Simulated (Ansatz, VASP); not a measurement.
## Two plane-wave programs on TlRu2

```xyz
3
Lattice="0.0000 3.0937 3.0937 3.0937 0.0000 3.0937 3.0937 3.0937 0.0000" Properties=species:S:1:pos:R:3 pbc="T T T"
Tl    0.0000    0.0000    0.0000
Ru    1.5469    1.5469    1.5469
Ru    4.6406    4.6406    4.6406
```

Alike in both runs: functional PBE; k mesh 14 × 14 × 14; occupations gaussian, width 0.1 eV; no spin polarisation.

Ansatz relaxed the structure, and its values are those at the end. VASP's run is a single point on that final structure, the one shown.

```csv
,VASP,Ansatz
version,VASP 6.6.1,Ansatz 0.2.0
potentials or method,"VASP PAW PBE potentials, release 64 (Tl_d, Ru_pv), cutoff 520 eV","scalar-relativistic, plane waves, PAW"
valence electrons in the cell,41,45
```

```csv
,VASP,Ansatz,Ansatz less VASP
gap on the k mesh at the Fermi level (eV),none,none,-
pressure (GPa),0.0,0.0,-0.02
```

A gap of «none» marks a metal or a gap that the smearing closes. VASP's potentials hold 41 valence electrons a cell and Ansatz's 45, so a difference there can come from the potentials and not from the codes.

Spin-orbit coupling is off throughout.
